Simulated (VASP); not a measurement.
A run of VASP 6.6.1 is set up as follows.

Contents of INCAR:

```
SYSTEM = Ir
PREC = Accurate
ENCUT = 520
EDIFF = 1E-7
ISMEAR = -1
SIGMA = 0.1
LREAL = .False.
LASPH = .True.
NELM = 100
ALGO = Normal
ISIF = 2
LWAVE = .False.
LCHARG = .True.
GGA = PE
LELF = .True.
LVHAR = .True.
NBANDS = 26
```

The input KPOINTS:

```
Automatic mesh
0
Gamma
  17 17 5
  0 0 0
```

The input POSCAR:

```
Ir
1.0
    2.7394554273      0.0000000000      0.0000000000
   -1.3697277137      2.3724379926      0.0000000000
    0.0000000000      0.0000000000      8.9495605067
Ir
4
Direct
    1.0000000000      1.0000000000      0.0000000000
    1.0000000000      1.0000000000      0.5000000000
    0.3333333333      0.6666666667      0.2500000000
    0.6666666667      0.3333333333      0.7500000000
```

Potentials or basis: VASP PAW PBE potentials, release 64 (Ir).

Run with:

```bash
$ cat potpaw_PBE.64/Ir/POTCAR > POTCAR
$ mpirun -np 1 vasp_std > vasp.out
```

Problem. What does it give for the pressure?

Solution. 0.4 GPa.

Problem. Estimate the band gap on the k mesh.

Solution. Zero (band 18 reaches 10.91 eV, above the bottom of band 19 at 8.64 eV).

Stress tensor (GPa, compression positive):
```
0.51 0.00 0.00
0.00 0.51 0.00
0.00 0.00 0.12
```

Caveat: spin-orbit coupling is left out, which moves the levels of the heavy elements.
